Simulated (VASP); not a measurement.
Input of a VASP 6.6.1 run:

File INCAR:

```
SYSTEM = TiC
ALGO     = Normal         ! electronic algorithm
EDIFF    = 1E-6           ! SCF threshold, eV
ENCUT    = 520            ! plane-wave cutoff, eV
GGA      = PE             ! functional
ISIF     = 2              ! what is computed and relaxed
ISMEAR   = 0              ! smearing method
LASPH    = .True.         ! aspherical terms in the spheres
LCHARG   = .False.        ! write CHGCAR
LREAL    = .False.        ! projectors in reciprocal space
LWAVE    = .False.        ! write WAVECAR
NBANDS   = 15             ! bands
NELM     = 60             ! most SCF steps
PREC     = Accurate       ! precision mode
SIGMA    = 0.1            ! smearing width, eV
```

File KPOINTS:

```
k-points
0
Gamma
  16 16 16
  0 0 0
```

The input POSCAR:

```
TiC
1.0
    0.0000000000      2.1153749200      2.1153749200
    2.1153749200      0.0000000000      2.1153749200
    2.1153749200      2.1153749200      0.0000000000
Ti C
1 1
Direct
    0.0000000000      0.0000000000      0.0000000000
    0.5000000000      0.5000000000      0.5000000000
```

Potentials or basis: VASP PAW PBE potentials, release 64 (Ti_sv, C).

Command:

```sh
$ cat potpaw_PBE.64/Ti_sv/POTCAR potpaw_PBE.64/C/POTCAR > POTCAR
$ mpirun -np 1 vasp_std > vasp.out
```

**Question.** Predict the band gap on the k mesh.

**Answer.** Zero (bands 8 and 9 overlap by 1.14 eV).

**Question.** What does it give for the pressure?

**Answer.** 20.9 GPa.

Caveat: the cell differs from its parent crystal (strained); the cell stands under pressure.
